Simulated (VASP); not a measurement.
# HfBr (Fd-3m) in VASP: a series of runs

HfBr is run at these levels: PBE; tasks: single point, relaxation of cell and atoms.

Program: VASP 6.6.1. These are calculated values, not measurements. Logs are shortened: lines on timing, memory, paths and dates and some standing lists are left out, and cuts for length are marked.

## 1. The cell of the first run

Symmetry: Fd-3m, No. 227, cubic system. The conventional cell has a = 7.327 Å, b = 7.327 Å, c = 7.327 Å, α = 90.00°, β = 90.00°, γ = 90.00°. Hf (site symmetry -43m) has 4 Hf at 3.17 Å and 10 Br at 3.17 to 3.66 Å within 4.2 Å. Br (site symmetry -43m) has 10 Hf at 3.17 to 3.66 Å and 4 Br at 3.17 Å within 4.2 Å.

The cell was built from a structure type or drawn by symmetry, and may not be a known phase.

## 2. Single point, PBE

Contents of INCAR:

```
ALGO = Normal
EDIFF = 1E-6
ENCUT = 520
GGA = PE
ISIF = 2
ISMEAR = 0
LASPH = True
LCHARG = False
LREAL = False
LWAVE = False
NBANDS = 25
NELM = 100
PREC = Accurate
SIGMA = 0.1
```

Contents of KPOINTS:

```
k-points
0
Gamma
  12 12 12
```

Contents of POSCAR:

```
HfBr
1.0
    0.0000000000      3.6633351460      3.6633351460
    3.6633351460      0.0000000000      3.6633351460
    3.6633351460      3.6633351460      0.0000000000
Hf Br
2 2
Direct
    0.5000000000      0.5000000000      0.5000000000
    0.7500000000      0.7500000000      0.7500000000
    0.2500000000      0.2500000000      0.2500000000
    0.0000000000      0.0000000000      0.0000000000
```

Potentials or basis: VASP PAW PBE potentials, release 64 (Hf_pv, Br).

Run with:

```
cat potpaw_PBE.64/Hf_pv/POTCAR potpaw_PBE.64/Br/POTCAR > POTCAR
mpirun -np 1 vasp_std > vasp.out
```

OUTCAR:

```text
EDIFF = 1E-6
   ENCUT = 520
   GGA = PE
   ISIF = 2
   ISMEAR = 0
   LASPH = True
   LREAL = False
   NELM = 100
   PREC = Accurate

 ion  position               nearest neighbor table
   1  0.500  0.500  0.500-   3 3.17   3 3.17   3 3.17   2 3.17   3 3.17   2 3.17   2 3.17   2 3.17

   2  0.750  0.750  0.750-   1 3.17   1 3.17   1 3.17   1 3.17   4 3.17   4 3.17   4 3.17   4 3.17

   3  0.250  0.250  0.250-   1 3.17   1 3.17   1 3.17   1 3.17
   4  0.000  0.000  0.000-   2 3.17   2 3.17   2 3.17   2 3.17

  LATTYP: Found a face centered cubic cell.
 ALAT       =     7.3266702920

  Lattice vectors:

 A1 = (   0.0000000000,   3.6633351460,   3.6633351460)
 A2 = (   3.6633351460,   0.0000000000,   3.6633351460)
 A3 = (   3.6633351460,   3.6633351460,   0.0000000000)

Analysis of symmetry for initial positions (statically):
=====================================================================
 Subroutine PRICEL returns:
 Original cell was already a primitive cell.

 Routine SETGRP: Setting up the symmetry group for a
 face centered cubic supercell.

 Subroutine GETGRP returns: Found 48 space group operations
 (whereof 24 operations were pure point group operations)
 out of a pool of 48 trial point group operations.

The static configuration has the point symmetry T_d .
 The point group associated with its full space group is O_h .

Analysis of symmetry for dynamics (positions and initial velocities):
=====================================================================
 Subroutine PRICEL returns:
 Original cell was already a primitive cell.

 Routine SETGRP: Setting up the symmetry group for a
 face centered cubic supercell.

 Subroutine GETGRP returns: Found 48 space group operations
 (whereof 24 operations were pure point group operations)
 out of a pool of 48 trial point group operations.

The dynamic configuration has the point symmetry T_d .
 The point group associated with its full space group is O_h .

 Subroutine INISYM returns: Found 48 space group operations
 (whereof 24 operations are pure point group operations),
 and found     1 'primitive' translations

----------------------------------------------------------------------------------------

                                     Primitive cell

  volume of cell :      98.3241

  direct lattice vectors                    reciprocal lattice vectors
     0.000000000  3.663335146  3.663335146    -0.136487649  0.136487649  0.136487649
     3.663335146  0.000000000  3.663335146     0.136487649 -0.136487649  0.136487649
     3.663335146  3.663335146  0.000000000     0.136487649  0.136487649 -0.136487649

  length of vectors
     5.180738247  5.180738247  5.180738247     0.236403542  0.236403542  0.236403542

  position of ions in fractional coordinates (direct lattice)
     0.500000000  0.500000000  0.500000000
     0.750000000  0.750000000  0.750000000
     0.250000000  0.250000000  0.250000000
     0.000000000  0.000000000  0.000000000

  ion indices of the primitive-cell ions
   primitive index   ion index
                 1           1
                 2           2
                 3           3
                 4           4

----------------------------------------------------------------------------------------

 KPOINTS: k-points

Automatic generation of k-mesh.
 Grid dimensions read from file:
 generate k-points for:   12   12   12

 Generating k-lattice:

  Cartesian coordinates                     Fractional coordinates (reciprocal lattice)
    -0.011373971  0.011373971  0.011373971     0.083333333  0.000000000  0.000000000
     0.011373971 -0.011373971  0.011373971     0.000000000  0.083333333  0.000000000
     0.011373971  0.011373971 -0.011373971     0.000000000  0.000000000  0.083333333

  Length of vectors
     0.019700295  0.019700295  0.019700295

  Shift w.r.t. Gamma in fractional coordinates (k-lattice)
     0.000000000  0.000000000  0.000000000

 Subroutine IBZKPT returns following result:
 ===========================================

 Found     72 irreducible k-points:

 Following reciprocal coordinates:
            Coordinates               Weight
  0.000000  0.000000  0.000000      1.000000
  0.083333  0.000000  0.000000      8.000000
  0.166667  0.000000  0.000000      8.000000
  0.250000  0.000000  0.000000      8.000000
  0.333333  0.000000  0.000000      8.000000
  0.416667  0.000000  0.000000      8.000000
[... 16 lines left out ...]
  0.500000  0.166667  0.000000     24.000000
 -0.416667  0.166667  0.000000     24.000000
 [... further k-points ...]
   k-points           NKPTS =     72   k-points in BZ     NKDIM =     72   number of bands    NBANDS=     25
   number of dos      NEDOS =    301   number of ions     NIONS =      4
   total plane-waves  NPLWV =  64000
   dimension x,y,z NGX =    40 NGY =   40 NGZ =   40
   dimension x,y,z NGXF=    80 NGYF=   80 NGZF=   80
   ions per type =               2   2
   NGX,Y,Z   is equivalent  to a cutoff of  12.84, 12.84, 12.84 a.u.
   NGXF,Y,Z  is equivalent  to a cutoff of  25.67, 25.67, 25.67 a.u.
 SYSTEM =  unknown system
   PREC   = accura    normal or accurate (medium, high low for compatibility)
   ISTART =      0    job   : 0-new  1-cont  2-samecut
   ICHARG =      2    charge: 1-file 2-atom 10-const
   ISPIN  =      1    spin polarized calculation?
   LNONCOLLINEAR =      F non collinear calculations
   LSORBIT =      F    spin-orbit coupling
   LASPH  =      T    aspherical Exc in radial PAW
   ENCUT  =  520.0 eV  38.22 Ry    6.18 a.u.   9.63  9.63  9.63*2*pi/ulx,y,z
   NELM   =    100;   NELMIN=  2; NELMDL= -5     # of ELM steps
   EDIFF  = 0.1E-05   stopping-criterion for ELM
   LREAL  =      F    real-space projection
[... 7 lines left out ...]
   TEBEG  =    0.0;   TEEND  =   0.0 temperature during run
   PSTRESS=    0.0 pullay stress
   NELECT =      34.0000    total number of electrons
   NUPDOWN=      -1.0000    fix difference up-down
   EMIN   =  10.00;   EMAX   =-10.00  energy-range for DOS
   EFERMI =   0.00;   METHOD = LEGACY
   ISMEAR =     0;   SIGMA  =   0.10  broadening in eV -4-tet -1-fermi 0-gaus
   EFERMI_NEDOS =   21; number of points for ismear=-14 and -15
   IALGO  =     38    algorithm
   IMIX   =      4    mixing-type and parameters
     AMIX     =   0.40;   BMIX     =  1.00
     AMIX_MAG =   1.60;   BMIX_MAG =  1.00
  volume/ion in A,a.u.               =      24.58       165.88
  Fermi-wavevector in a.u.,A,eV,Ry     =   1.149074  2.171434 17.964724  1.320370
  Thomas-Fermi vector in A             =   2.285745
   LORBIT       =      0    0 simple, 1 ext, 2 COOP (PROOUT), +10 PAW based schemes
   GGA     = PE    functional components
   LHFCALC =     F    Hartree Fock is set to
   AEXX    =    0.0000 exact exchange contribution
   IVDW    =     0    specifies the selected vdW correction
   LEPSILON=     F    determine dielectric tensor
   LRPA    =     F    only Hartree local field effects (RPA)
 non-spin polarized calculation
 Gauss-broadening in eV      SIGMA  =   0.10
  energy-cutoff  :      520.00
  volume of cell :       98.32
 maximum number of plane-waves:      2688
   NGX = 19   NGY = 19   NGZ = 19

 number of electron      33.9999999 magnetization

 Free energy of the ion-electron system (eV)
  ---------------------------------------------------
  ext. energy  EPLUGINS =         0.00000000
  ---------------------------------------------------
  free energy    TOTEN  =       -20.94257434 eV

  energy without entropy =      -20.86405760  energy(sigma->0) =      -20.90331597

 E-fermi :   4.5684     XC(G=0): -10.2681

 val. band max:        4.5669719035   @ k =  -0.4167   0.1667   0.0000
 cond. band min:       4.5684314501   @ k =   0.5000   0.1667   0.0833
 fundamental gap:      0.0014595466
 Fermi energy:         4.5683963560

 k-point     1 :       0.0000    0.0000    0.0000
  band No.  band energies     occupation
      1     -26.9069      2.00000
      2     -26.9069      2.00000
      3     -26.9069      2.00000
      4     -26.6998      2.00000
      5     -26.6998      2.00000
      6     -26.6998      2.00000
[... 17 lines left out ...]
     24       8.2689      0.00000
     25       8.2689      0.00000

 k-point     2 :       0.0833    0.0000    0.0000
  band No.  band energies     occupation
      1     -26.9084      2.00000
      2     -26.9084      2.00000
      3     -26.9064      2.00000
      4     -26.7007      2.00000
      5     -26.6983      2.00000
      6     -26.6983      2.00000
[... 17 lines left out ...]
     24       8.2773      0.00000
     25       8.2773      0.00000

 k-point     3 :       0.1667    0.0000    0.0000
  band No.  band energies     occupation
      1     -26.9124      2.00000
      2     -26.9124      2.00000
      3     -26.9049      2.00000
      4     -26.7032      2.00000
      5     -26.6943      2.00000
      6     -26.6943      2.00000
[... 17 lines left out ...]
     24       8.1974      0.00000
     25       8.1974      0.00000

 k-point     4 :       0.2500    0.0000    0.0000
  band No.  band energies     occupation
      1     -26.9176      2.00000
      2     -26.9176      2.00000
      3     -26.9031      2.00000
      4     -26.7064      2.00000
      5     -26.6891      2.00000
      6     -26.6891      2.00000
[... 17 lines left out ...]
     24       7.9667      0.00000
     25       7.9667      0.00000
[... 477 lines left out ...]
 k-point    22 :       0.4167    0.1667    0.0000
  band No.  band energies     occupation
      1     -26.9368      2.00000
      2     -26.9320      2.00000
      3     -26.8759      2.00000
      4     -26.7345      2.00000
      5     -26.6748      2.00000
      6     -26.6714      2.00000
[... 17 lines left out ...]
     24       7.7384      0.00000
     25       8.3963      0.00000

 k-point    23 :       0.5000    0.1667    0.0000
  band No.  band energies     occupation
      1     -26.9414      2.00000
      2     -26.9329      2.00000
      3     -26.8729      2.00000
      4     -26.7376      2.00000
      5     -26.6738      2.00000
      6     -26.6674      2.00000
[... 17 lines left out ...]
     24       7.7761      0.00000
     25       8.2298      0.00000

 k-point    24 :      -0.4167    0.1667    0.0000
  band No.  band energies     occupation
      1     -26.9432      2.00000
      2     -26.9313      2.00000
      3     -26.8736      2.00000
      4     -26.7369      2.00000
      5     -26.6755      2.00000
      6     -26.6659      2.00000
[... 17 lines left out ...]
     24       7.8708      0.00000
     25       7.9446      0.00000

 [... further k-points ...]

------------------------ aborting loop because EDIFF is reached ----------------------------------------

  FORCE on cell =-STRESS in cart. coord.  units (eV):
  Direction    XX          YY          ZZ          XY          YZ          ZX
  --------------------------------------------------------------------------------------
  -------------------------------------------------------------------------------------
  Total       -0.1521718     -0.1521718     -0.1521718      0.0000000      0.0000000     -0.0000000
  in kB       -2.4796174     -2.4796174     -2.4796174      0.0000000      0.0000000     -0.0000000
  external PRESSURE =      -2.4796174 kB  Pullay stress =       0.0000000 kB

 VOLUME and BASIS-vectors are now :
 -----------------------------------------------------------------------------
  energy-cutoff  :      520.00
  volume of cell :       98.32
      direct lattice vectors                 reciprocal lattice vectors
     0.000000000  3.663335146  3.663335146    -0.136487649  0.136487649  0.136487649
     3.663335146  0.000000000  3.663335146     0.136487649 -0.136487649  0.136487649
     3.663335146  3.663335146  0.000000000     0.136487649  0.136487649 -0.136487649

 POSITION                                       TOTAL-FORCE (eV/Angst)
 -----------------------------------------------------------------------------------
      3.66334      3.66334      3.66334         0.000000     -0.000000      0.000000
      5.49500      5.49500      5.49500        -0.000000     -0.000000     -0.000000
      1.83167      1.83167      1.83167        -0.000000     -0.000000     -0.000000
      0.00000      0.00000      0.00000         0.000000      0.000000      0.000000
 -----------------------------------------------------------------------------------
    total drift:                               -0.000000      0.000000      0.000000

  FREE ENERGIE OF THE ION-ELECTRON SYSTEM (eV)
  ---------------------------------------------------
  free  energy   TOTEN  =       -20.9425743363 eV

  energy  without entropy=      -20.8640575982  energy(sigma->0) =      -20.90331597
```

Run time: 1.9 min. Hardware: 1 thread of AMD EPYC 9R45 (Zen 5), shared host; peak memory 0.31 GiB.

What came out:

```yaml
Free_energy: -20.9426 eV
Pressure: -0.2 GPa
Band_gap_on_the_k_mesh: zero (bands 17 and 18 overlap by 0.42 eV)
```

Caveat: spin-orbit coupling is left out, which moves the levels of the heavy elements.

## 3. Relaxation of cell and atoms, PBE

This run uses another cell than the first one, of 24.73 Å³/atom.

Contents of INCAR:

```
PREC = Accurate ; ENCUT = 600
EDIFF = 1E-6 ; ISMEAR = 0
SIGMA = 0.1 ; LREAL = F
LASPH = T ; NELM = 80
ALGO = Normal ; ISIF = 3
LWAVE = F ; LCHARG = F
GGA = PE ; IBRION = 2
NSW = 100 ; EDIFFG = -0.01
```

Contents of KPOINTS:

```
regular mesh
0
Gamma
  12 12 12
```

Contents of POSCAR:

```
HfBr
1.0
    0.0000000000      3.6706108078      3.6706108078
    3.6706108078      0.0000000000      3.6706108078
    3.6706108078      3.6706108078      0.0000000000
Hf Br
2 2
Direct
    0.5000000000      0.5000000000      0.5000000000
    0.7500000000      0.7500000000      0.7500000000
    0.2500000000      0.2500000000      0.2500000000
    0.0000000000      0.0000000000      0.0000000000
```

Potentials or basis: VASP PAW PBE potentials, release 64 (Hf_pv, Br).

Run with:

```
cat potpaw_PBE.64/Hf_pv/POTCAR potpaw_PBE.64/Br/POTCAR > POTCAR
mpirun -np 1 vasp_std > vasp.out
```

It took 3.4 min on 1 thread of AMD EPYC 9R45 (Zen 5), shared host; peak memory 0.35 GiB.

Results (log left out):

```
Free energy                           : -20.9432 eV
Relaxed volume                        : 24.44 Å³/atom
Relaxed cell                          : a = 5.171 Å, b = 5.171 Å, c = 5.171 Å, α = 60.00°, β = 60.00°, γ = 60.00°
Space group after relaxing (to 0.1 Å) : Fd-3m (No. 227)
Energy gained by relaxing             : 0.5 meV/atom
Ionic steps                           : 2
Pressure after relaxing               : 0.0 GPa
Band gap on the k mesh                : zero (bands 17 and 18 overlap by 0.42 eV)
```

Step by step:
```csv
step,energy change (eV),largest force (eV/Å),pressure (GPa),volume (Å³)
1,0.0000,0.0000,-0.52,98.91
2,-0.0018,0.0000,0.01,97.76
```

Final structure:
```
Hf Br
1.0
     0.00000    3.65636    3.65636
     3.65636    0.00000    3.65636
     3.65636    3.65636    0.00000
Hf Br
2 2
Direct
  0.50000 0.50000 0.50000
  0.75000 0.75000 0.75000
  0.25000 0.25000 0.25000
  0.00000 0.00000 0.00000
```

Levels at points of the mesh, in eV from the Fermi level:
| k point | band 15 | band 16 | band 17 | band 18 | band 19 | band 20 |
| --- | --- | --- | --- | --- | --- | --- |
| (0.00, 0.00, 0.00) | -2.98 | -0.86 | -0.86 | 0.74 | 0.74 | 0.74 |
| (0.50, 0.00, 0.00) | -0.87 | 0.04 | 0.04 | 0.15 | 1.41 | 1.41 |
| (0.50, 0.50, 0.00) | -1.08 | -1.08 | -0.02 | -0.02 | 1.10 | 1.10 |

Caveat: spin-orbit coupling is left out, which moves the levels of the heavy elements.
